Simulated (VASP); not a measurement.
A run of VASP 6.6.1 is set up as follows.

File INCAR:

```
SYSTEM = C
  PREC = Accurate
  ENCUT = 520
  EDIFF = 1E-6
  ISMEAR = 0
  SIGMA = 0.15
  LREAL = .False.
  LASPH = .True.
  NELM = 100
  ALGO = Normal
  ISIF = 2
  LWAVE = .False.
  LCHARG = .False.
  GGA = PE
  IVDW = 12
  NBANDS = 16
```

Contents of KPOINTS:

```
regular mesh
0
Gamma
  18 18 6
  0 0 0
```

Contents of POSCAR:

```
C
1.0
    2.4649495834     -0.2464949583      0.0000000000
   -1.4459456875      2.2579564375      0.0000000000
    0.0000000000      0.0000000000      6.2691553491
C
4
Direct
    0.0000000000      0.0000000000      0.0025000000
    0.0000000000      0.0000000000      0.5025000000
    0.3333333333      0.6666666667      0.0025000000
    0.6666666667      0.3333333333      0.5025000000
```

Potentials or basis: VASP PAW PBE potentials, release 64 (C).

Run with:

```sh
$ cat potpaw_PBE.64/C/POTCAR > POTCAR
$ mpirun -np 1 vasp_std > vasp.out
```

Problem. What does it give for the dispersion energy per atom?

Solution. -0.159 eV.

Problem. What does it give for the pressure?

Solution. 19.2 GPa.

Problem. Predict the largest force.

Solution. 2.891 eV/Å.

Stress tensor (GPa, compression positive):
```
 26.92 101.06   0.00
101.06  26.97   0.00
  0.00   0.00   3.78
```

Caveat: the cell differs from its parent crystal (engineering shear strain xy -0.2000, normal strain along z -0.0700); the stress differs along the axes, from 4 to 27 GPa; forces of over 1 eV/Å act on the atoms, so gaps and moduli don't describe the material at rest.
